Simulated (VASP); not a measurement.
A run of VASP 6.6.1:

File POSCAR:

```
SiO2
1.0
    4.1412033200      0.0000000000      0.0000000000
    0.0000000000      4.1412033200      0.0000000000
    0.0000000000      0.0000000000      2.6424670100
Si O
2 4
Direct
    0.0000000000      0.0000000000      0.0000000000
    0.5000000000      0.5000000000      0.5000000000
    0.3061500000      0.3061500000      0.0000000000
    0.1938500000      0.8061500000      0.5000000000
    0.6938500000      0.6938500000      0.0000000000
    0.8061500000      0.1938500000      0.5000000000
```

Contents of INCAR.step1:

```
PREC = Accurate
ENCUT = 520
ISMEAR = -1
SIGMA = 0.1
LREAL = False
LASPH = True
NELM = 80
NBANDS = 25
GGA = PE
ALGO = Normal
EDIFF = 1E-4
LWAVE = True
LCHARG = False
```

Contents of INCAR.step2:

```
PREC = Accurate
ENCUT = 520
EDIFF = 1E-6
ISMEAR = -1
SIGMA = 0.1
LREAL = False
LASPH = True
NELM = 80
ALGO = Normal
ISIF = 2
LWAVE = False
LCHARG = True
METAGGA = R2SCAN
LMIXTAU = True
LELF = True
LVHAR = True
NBANDS = 25
ISTART = 1
```

File KPOINTS:

```
Automatic mesh
0
Gamma
  6 6 10
```

Potentials or basis: VASP PAW PBE potentials, release 64 (Si, O).

The run is started by

```bash
$ cat potpaw_PBE.64/Si/POTCAR potpaw_PBE.64/O/POTCAR > POTCAR
$ cp INCAR.step1 INCAR
$ mpirun -np 1 vasp_std > vasp.out
$ cp INCAR.step2 INCAR
$ mpirun -np 1 vasp_std > vasp.out
```

Hardware: 1 thread of AMD EPYC 7R13, with other jobs on the host.

Task: Estimate the wall time of this run.

Result: It took 6 min on 1 thread of AMD EPYC 7R13, on a shared host, peak memory 0.16 GiB. Counts: k points 60.
